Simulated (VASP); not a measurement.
Write the native input for VASP 6.6.1 that does the following.

```yaml
Task: single point
Functional: PBE
Dispersion: D3(BJ)
Potentials_or_basis: VASP PAW PBE potentials, release 64 (Pb_d)
Cutoff: 520 eV
k_mesh: 14 × 14 × 14
Occupations: gaussian, width 0.1 eV
Spin: no spin polarisation
Dipole_correction: no
Further_INCAR_settings: ALGO = Normal; EDIFF = 1e-06; NBANDS = 13
```

The structure of Pb lies in POSCAR:

```
Pb
1.0
    0.0000000000      2.4289243776      2.4289243776
    2.4289243776      0.0000000000      2.4289243776
    2.4289243776      2.4289243776      0.0000000000
Pb
1
Direct
    0.0000000000      0.0000000000      0.0000000000
```

The input as run:

INCAR

```
SYSTEM = Pb
PREC = Accurate ; ENCUT = 520
EDIFF = 1E-6 ; ISMEAR = 0
SIGMA = 0.1 ; LREAL = .FALSE.
LASPH = .TRUE. ; NELM = 80
ALGO = Normal ; ISIF = 2
LWAVE = .FALSE. ; LCHARG = .FALSE.
GGA = PE ; IVDW = 12
NBANDS = 13
```

KPOINTS

```
Automatic mesh
0
G
  14 14 14
  0 0 0
```

Potentials or basis: VASP PAW PBE potentials, release 64 (Pb_d).

The run is started by

```bash
$ cat potpaw_PBE.64/Pb_d/POTCAR > POTCAR
$ mpirun -np 1 vasp_std > vasp.out
```

Results of the run:

```
Pressure                   : 3.2 GPa
Band gap on the k mesh     : zero (bands 7 and 8 overlap by 9.54 eV)
Dispersion energy per atom : -0.434 eV
```

Caveat: the cell stands under pressure; spin-orbit coupling is left out, which moves the levels of the heavy elements.

It took 56 s on 1 thread of Intel Xeon 8259CL (shared host), peak memory 0.19 GiB.
